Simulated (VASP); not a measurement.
A run of VASP 6.6.1 is set up as follows.

The input INCAR:

```
SYSTEM = ClO
PREC = Accurate
ENCUT = 600
EDIFF = 1E-6
ISMEAR = 0
SIGMA = 0.1
LREAL = .False.
LASPH = .True.
NELM = 80
ALGO = Normal
ISIF = 3
LWAVE = .False.
LCHARG = .False.
GGA = PS
IVDW = 12
IBRION = 2
NSW = 80
EDIFFG = -0.03
```

File KPOINTS:

```
regular mesh
0
Gamma
  9 9 9
  0 0 0
```

POSCAR

```
ClO
1.0
    3.1852170000      0.0000000000      0.0000000000
    0.0000000000      3.1852170000      0.0000000000
    0.0000000000      0.0000000000      3.1852170000
Cl O
1 1
Direct
    0.0000000000      0.0000000000      0.0000000000
    0.5000000000      0.5000000000      0.5000000000
```

Potentials or basis: VASP PAW PBE potentials, release 64 (Cl, O).

The run is started by

```bash
$ cat potpaw_PBE.64/Cl/POTCAR potpaw_PBE.64/O/POTCAR > POTCAR
$ mpirun -np 1 vasp_std > vasp.out
```

**Question.** What does it give for the space group after relaxing (to 0.05 Å)?

**Answer.** Pm-3m (No. 221).

**Question.** What does it give for the relaxed volume?

**Answer.** 11.50 Å³/atom.

**Question.** Predict the relaxed cell.

**Answer.** a = 2.844 Å, b = 2.844 Å, c = 2.844 Å, α = 90.00°, β = 90.00°, γ = 90.00°.

**Question.** What does it give for the dispersion energy per atom?

**Answer.** -0.145 eV.

Final structure:
```cif
data_structure
_symmetry_space_group_name_H-M 'P 1'
_symmetry_Int_Tables_number 1
_cell_length_a 2.8442
_cell_length_b 2.8442
_cell_length_c 2.8442
_cell_angle_alpha 90.000
_cell_angle_beta 90.000
_cell_angle_gamma 90.000
_cell_volume 23.01
loop_
_atom_site_label
_atom_site_type_symbol
_atom_site_fract_x
_atom_site_fract_y
_atom_site_fract_z
_atom_site_occupancy
Cl1 Cl 0.00000 0.00000 0.00000 1
O1 O 0.50000 0.50000 0.50000 1
```

Caveat: the volume moved by over 15 % at a fixed basis, so the end points are rough; the PAW data sets were made with another functional, which shifts forces and pressure a little; an odd number of electrons without spin polarisation forces a metal; a magnetic or distorted state may lie lower; pairwise dispersion overbinds metals, which lowers pressure and volume.
